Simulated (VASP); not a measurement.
Wanted: the native input for a VASP 6.6.1 run.

- Task: single point
- Functional: PBE
- Potentials or basis: VASP PAW PBE potentials, release 64 (Li_sv, Bi_d)
- Cutoff: 520 eV
- k mesh: 4 × 4 × 4
- Occupations: gaussian, width 0.2 eV
- Spin: no spin polarisation
- Dipole correction: no
- Further INCAR settings: ALGO = Normal; EDIFF = 1e-06; NBANDS = 28

The structure of Li7Bi lies in POSCAR:

```
Li7Bi
1.0
    0.0000000000      4.3027546000      4.3027546000
    4.3027546000      0.0000000000      4.3027546000
    4.3027546000      4.3027546000      0.0000000000
Li Bi
7 1
Direct
    0.5000000000      0.0000000000      1.0000000000
    0.0000000000      0.5000000000      0.5000000000
    0.0000000000      0.5000000000      1.0000000000
    0.5000000000      0.0000000000      0.5000000000
    0.0000000000      1.0000000000      0.5000000000
    0.5000000000      0.5000000000      1.0000000000
    0.5000000000      0.5000000000      0.5000000000
    0.0000000000      0.0000000000      0.0000000000
```

The input as run:

INCAR

```
SYSTEM = Li7Bi
PREC = Accurate
ENCUT = 520
EDIFF = 1E-6
ISMEAR = 0
SIGMA = 0.2
LREAL = .FALSE.
LASPH = .TRUE.
NELM = 80
ALGO = Normal
ISIF = 2
LWAVE = .FALSE.
LCHARG = .FALSE.
GGA = PE
NBANDS = 28
```

KPOINTS

```
regular mesh
0
G
  4 4 4
  0 0 0
```

Potentials or basis: VASP PAW PBE potentials, release 64 (Li_sv, Bi_d).

Launch:

```bash
$ cat potpaw_PBE.64/Li_sv/POTCAR potpaw_PBE.64/Bi_d/POTCAR > POTCAR
$ mpirun -np 1 vasp_std > vasp.out
```

Results of the run:

- Band gap on the k mesh: zero (bands 18 and 19 overlap by 0.39 eV)

Caveat: spin-orbit coupling is left out, which moves the levels of the heavy elements.

Run time: 70 s on 1 thread of Oxide Virtual Turin-like Processor, with other jobs on the host, peak memory 0.27 GiB.
